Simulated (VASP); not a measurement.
Tl, 2 atoms in the cell. The structure is hexagonal, space group P6_3/mmc (No. 194). The conventional cell has a = 3.387 Å, b = 3.387 Å, c = 5.525 Å, α = 90.00°, β = 90.00°, γ = 120.00°. Tl (site symmetry -6m2) has 12 Tl at 3.38 to 3.39 Å within 4.4 Å. 

| Item | Value |
| --- | --- |
| Program | VASP 6.6.1 |
| Task | single point |
| Functional | PBEsol |
| Potentials or basis | VASP PAW PBE potentials, release 64 (Tl_d) |
| Cutoff | 520 eV |
| k mesh | 8 × 8 × 4 |
| Occupations | fermi-dirac, width 0.05 eV |
| Spin | no spin polarisation |
| Dipole correction | no |
| Further INCAR settings | ALGO = Normal; EDIFF = 1e-06; NBANDS = 20 |

Potentials or basis: VASP PAW PBE potentials, release 64 (Tl_d).

Launch:

```bash
$ cat potpaw_PBE.64/Tl_d/POTCAR > POTCAR
$ mpirun -np 1 vasp_std > vasp.out
```

Hardware: 1 thread of Intel Xeon 8259CL, with other jobs on the host.

**Question.** Estimate the wall time of this run.

**Answer.** Run time: 48 s on 1 thread of Intel Xeon 8259CL (shared host), peak memory 0.18 GiB. Counts: scf iterations 11, k points 30.
